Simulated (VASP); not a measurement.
PtSe2: single point with PBE

PtSe2:

```
Pt Se
1.0
     3.75166    0.00000    0.00000
    -1.87583    3.24903    0.00000
     0.00000    0.00000    6.42898
Pt Se
1 2
Direct
  0.00000 0.00000 0.00000
  0.33333 0.66667 0.20019
  0.66667 0.33333 0.79981
```

This cell differs from its parent crystal: strain -0.0150 x Voigt [0, 0, 1, 0, 0, 0].

```yaml
Program: VASP 6.6.1
Task: single point
Functional: PBE
Potentials_or_basis: VASP PAW PBE potentials, release 64 (Pt, Se)
Cutoff: 520 eV
k_mesh: 12 × 12 × 4
Occupations: gaussian, width 0.05 eV
Spin: no spin polarisation
```

The pressure is 1.0 GPa and the largest force is 0.220 eV/Å. The band gap on the k mesh is 0.83 eV, indirect (least direct gap 0.98 eV).

Forces in eV/Å, atoms in the order of the input:
```
Pt   0.000  0.000  0.000
Se   0.000  0.000  0.220
Se   0.000  0.000 -0.220
```

Stress tensor (GPa, compression positive):
```
0.92 0.00 0.00
0.00 0.92 0.00
0.00 0.00 1.16
```

Levels at points of the mesh, in eV from the valence-band top:
| k point | band 7 | band 8 | band 9 | band 10 | band 11 | band 12 | band 13 | band 14 | band 15 | band 16 |
| --- | --- | --- | --- | --- | --- | --- | --- | --- | --- | --- |
| (0.00, 0.00, 0.00) | -3.14 | -1.62 | -0.34 | -0.34 | -0.23 | 2.63 | 2.63 | 4.19 | 5.14 | 8.02 |
| (0.50, 0.00, 0.00) | -2.64 | -2.57 | -2.23 | -2.22 | -1.90 | 1.92 | 2.52 | 4.67 | 6.03 | 7.92 |
| (0.00, 0.00, 0.50) | -3.14 | -1.39 | -1.31 | -0.37 | -0.37 | 2.71 | 2.71 | 5.20 | 5.85 | 7.31 |
| (0.50, 0.00, 0.50) | -2.64 | -2.61 | -2.30 | -2.17 | -1.39 | 2.13 | 2.35 | 4.41 | 5.69 | 7.29 |

Wall time 2.2 min on 1 thread of Intel Xeon 8259CL (shared host), peak memory 0.25 GiB.

Caveat: the cell differs from its parent crystal (strain -0.0150 x Voigt [0, 0, 1, 0, 0, 0]); spin-orbit coupling is left out, which moves the levels of the heavy elements; this functional lacks dispersion, which binds the layers, so the pressure and a relaxed spacing across them are unreliable. A k mesh can miss the band edges.
